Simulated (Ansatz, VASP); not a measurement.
# One calculation of In2SiH2, two programs

```
CELL_PARAMETERS angstrom
4.64565 0.00000 0.00000
-2.32282 4.02325 0.00000
0.00000 0.00000 4.65512
ATOMIC_POSITIONS crystal
In 0.33333 0.66667 0.00000
In 0.66667 0.33333 0.00000
Si 0.00000 0.00000 0.50000
H 0.33333 0.66667 0.50000
H 0.66667 0.33333 0.50000
```

Alike in both runs: functional PBE; k mesh 3 × 3 × 2; occupations gaussian, width 0.15 eV; no spin polarisation.

Ansatz relaxed the structure, and its values are those at the end. VASP's run is a single point on that final structure, the one shown.

|  | VASP | Ansatz |
| --- | --- | --- |
| version | VASP 6.6.1 | Ansatz 0.2.0 |
| potentials or method | VASP PAW PBE potentials, release 64 (In_d, Si, H), cutoff 500 eV | scalar-relativistic, plane waves, PAW |
| valence electrons in the cell | 32 | 32 |

```csv
,VASP,Ansatz,Ansatz less VASP
gap on the k mesh at the Fermi level (eV),none,none,-
pressure (GPa),-0.1,0.0,+0.04
```

A gap of «none» marks a metal or a gap that the smearing closes. The functional is the same, so the differences come from potentials, cutoffs and numerics.

The k mesh is coarse, so the values compare programs but aren't converged.
